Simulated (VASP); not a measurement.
**Sb: single point with PBEsol**

The system is Sb.

```xyz
4
Lattice="4.5873 0.0000 0.0000 0.0000 4.4793 0.0000 -1.3379 0.0000 6.4481" Properties=species:S:1:pos:R:3 pbc="T T T"
Sb    0.6447    1.1198    4.4084
Sb    3.2761    3.3595    4.9183
Sb   -0.0267    1.1198    1.5298
Sb    2.6047    3.3595    2.0397
```

This cell differs from its parent crystal: volume scaled by 1.04.

```json
{
 "Program": "VASP 6.6.1",
 "Task": "single point",
 "Functional": "PBEsol",
 "Potentials or basis": "VASP PAW PBE potentials, release 64 (Sb)",
 "Cutoff": "520 eV",
 "k mesh": "6 × 6 × 4",
 "Occupations": "fermi-dirac, width 0.05 eV",
 "Spin": "no spin polarisation"
}
```

```json
{
  "Pressure": "-3.8 GPa",
  "Largest force": "0.314 eV/Å",
  "Band gap on the k mesh": "zero (band 10 reaches 5.99 eV, above the bottom of band 11 at 5.57 eV)"
}
```

Forces in eV/Å, atoms in the order of the input:
```
Sb  -0.229  0.000 -0.039
Sb   0.209  0.000 -0.234
Sb  -0.209  0.000  0.234
Sb   0.229  0.000  0.039
```

Stress tensor (GPa, compression positive):
```
-3.78  0.00  0.35
 0.00 -4.50  0.00
 0.35  0.00 -3.25
```

Levels at points of the mesh, in eV from the Fermi level:
```
           k point  band 7  band 8  band 9  band 10  band 11  band 12  band 13  band 14
(0.00, 0.00, 0.00)   -2.63   -2.01   -1.29    -0.12     2.06     2.66     2.85     2.96
(0.50, 0.00, 0.00)   -1.98   -1.06   -0.82    -0.67     0.31     1.02     1.19     1.45
(0.00, 0.50, 0.00)   -1.34   -1.34   -1.02    -1.02     0.40     0.40     1.31     1.31
(0.50, 0.50, 0.00)   -3.32   -3.32   -2.17    -2.17     0.89     0.89     4.78     4.78
(0.00, 0.00, 0.50)   -2.33   -2.00   -1.64    -1.47     0.65     1.88     2.17     2.91
(0.50, 0.00, 0.50)   -1.67   -0.96   -0.85    -0.70    -0.26     0.75     1.03     1.19
(0.00, 0.50, 0.50)   -1.56   -1.56   -0.78    -0.78     0.11     0.11     0.96     0.96
(0.50, 0.50, 0.50)   -3.64   -3.64   -1.20    -1.20     1.91     1.91     3.52     3.52
```

Wall time 93 s on 1 thread of Intel(R) Xeon(R) Platinum 8375C CPU @ 2.90GHz (Ice Lake) (shared host), peak memory 0.29 GiB.

Caveat: the PAW data sets were made with another functional, which shifts forces and pressure a little; spin-orbit coupling is left out, which moves the levels of the heavy elements.
